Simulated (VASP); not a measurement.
Set up this calculation in VASP 6.6.1, as the native input.

| Quantity | Value |
| --- | --- |
| Task | single point |
| Functional | PBE |
| Potentials or basis | VASP PAW PBE potentials, release 64 (Si, Ge_d) |
| Cutoff | 520 eV |
| k mesh | 6 × 6 × 4 |
| Occupations | gaussian, width 0.1 eV |
| Spin | no spin polarisation |
| Dipole correction | no |
| Further INCAR settings | ALGO = Normal; EDIFF = 1e-07; NBANDS = 46 |

The structure of SiGe5 lies in POSCAR:

```
SiGe5
1.0
    4.6164053900      0.0000000000      0.0000000000
   -2.3082026900      3.9979243400      0.0000000000
    0.0000000000      0.0000000000      6.2665430600
Si Ge
1 5
Direct
    0.0000000000      0.0000000000      0.5000000000
    0.6666666700      0.3333333300      0.7959949400
    0.0000000000      0.0000000000      0.0000000000
    0.6666666700      0.3333333300      0.2040050600
    0.3333333300      0.6666666700      0.2040050600
    0.3333333300      0.6666666700      0.7959949400
```

One way to write it, as run:

INCAR

```
PREC = Accurate
ENCUT = 520
EDIFF = 1E-7
ISMEAR = 0
SIGMA = 0.1
LREAL = F
LASPH = T
NELM = 100
ALGO = Normal
ISIF = 2
LWAVE = F
LCHARG = F
GGA = PE
NBANDS = 46
```

KPOINTS

```
regular mesh
0
Gamma
  6 6 4
```

Potentials or basis: VASP PAW PBE potentials, release 64 (Si, Ge_d).

The run is started by

```bash
$ cat potpaw_PBE.64/Si/POTCAR potpaw_PBE.64/Ge_d/POTCAR > POTCAR
$ mpirun -np 1 vasp_std > vasp.out
```

It gave:

```yaml
Pressure: 4.2 GPa
Largest_force: 1.075 eV/Å
Band_gap_on_the_k_mesh: zero (band 37 reaches 7.50 eV, above the bottom of band 38 at 5.18 eV)
```

Caveat: forces of over 1 eV/Å act on the atoms, so gaps and moduli don't describe the material at rest.

It took 81 s on 1 thread of AMD EPYC 9R45 (Zen 5) (shared host), peak memory 0.24 GiB.
